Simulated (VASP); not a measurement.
Runs of VASP 6.6.1 on Fe3Co. It takes space group P4/mmm (No. 123, tetragonal). Conventional cell: a = 4.024 Å, b = 4.024 Å, c = 2.828 Å, α = 90.00°, β = 90.00°, γ = 90.00°. Within 3.2 Å of Fe (site symmetry 4/mmm) lie 10 Fe at 2.46 to 2.83 Å and 4 Co at 2.85 Å. Fe (site symmetry mmm) has 10 Fe at 2.46 to 2.85 Å and 4 Co at 2.46 Å within 3.2 Å. Within 3.2 Å of Co (site symmetry 4/mmm) lie 12 Fe at 2.46 to 2.85 Å and 2 Co at 2.83 Å. 

```tsv
k mesh	smearing	gap on the mesh (eV)	pressure (GPa)	moment (μB)
5 × 5 × 7	gaussian 0.05 eV	none	-8.5	9.17
5 × 5 × 7	gaussian 0.2 eV	none	-8.2	9.23
6 × 6 × 6	gaussian 0.1 eV	none	-9.0	9.03
4 × 4 × 6	gaussian 0.1 eV	none	-8.7	9.05
1 × 1 × 1	gaussian 0.1 eV	-	(d)	(a)
5 × 5 × 7	gaussian 0.01 eV	none	-8.5	9.16
5 × 5 × 7	gaussian 0.4 eV	none	(c)	(b)
5 × 5 × 7	gaussian 0.1 eV	none	-8.3	9.20
```

Alike in all rows: task single point; level PBEsol; potentials or basis VASP PAW PBE potentials, release 64 (Fe, Co); spin collinear, ferromagnetic start; cell as given; cutoff (eV) 600.

Task: Estimate the missing entries.

Result: (a) 12.87; (b) 9.09; (c) -8.6; (d) 4.4.

Caveats: some runs use coarse meshes; the PAW data sets were made with another functional, which shifts forces and pressure a little; the cell stands under tension (at least some runs); so wide a smearing shifts energies and pressures (at least some runs).

A gap of «none» marks levels without a gap at the run's occupations.
